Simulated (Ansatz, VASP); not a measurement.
**One calculation of NaI, two programs**

```xyz
16
Lattice="8.8581 0.0000 0.0000 0.0000 8.8581 0.0000 -2.2145 -2.2145 8.3638" Properties=species:S:1:pos:R:3 pbc="T T T"
Na    2.2145    0.0000    4.1819
Na    6.6435    0.0000    4.1819
Na    2.2145    4.4290    4.1819
Na    6.6435    4.4290    4.1819
Na    2.2145    2.2145    0.0000
Na    6.6435    2.2145    0.0000
Na    2.2145    6.6435    0.0000
Na    6.6435    6.6435    0.0000
I     0.0000    2.2145    4.1819
I     4.4290    2.2145    4.1819
I     0.0000    6.6435    4.1819
I     4.4290    6.6435    4.1819
I     0.0000    0.0000    0.0000
I     4.4290    0.0000    0.0000
I     0.0000    4.4290    0.0000
I     4.4290    4.4290    0.0000
```

Alike in both runs: task single point; functional PBEsol; k mesh 1 × 1 × 1; occupations gaussian, width 0.1 eV; no spin polarisation.

|  | VASP | Ansatz |
| --- | --- | --- |
| version | VASP 6.6.1 | Ansatz 0.2.0 |
| potentials or method | VASP PAW PBE potentials, release 64 (Na_pv, I), cutoff 520 eV | scalar-relativistic, plane waves, PAW |
| valence electrons in the cell | 112 | 208 |

```csv
,VASP,Ansatz,Ansatz less VASP
gap on the k mesh at the Fermi level (eV),2.97,2.98,+0.003
least direct gap on the mesh (eV),2.97,2.98,+0.003
pressure (GPa),0.7,0.6,-0.03
"traceless stress, the component that is largest in VASP (GPa)",-0.76,-0.73,+0.031
rms of the force components (eV/Å),0.042,0.042,+0.0006
```

VASP's potentials were made for PBE, not for PBEsol. Atom by atom the forces differ by 0.001 eV/Å (rms over components). VASP's potentials hold 112 valence electrons a cell and Ansatz's 208, so a difference there can come from the potentials and not from the codes.

The k mesh is coarse, so the values compare programs but aren't converged. Spin-orbit coupling is off throughout.
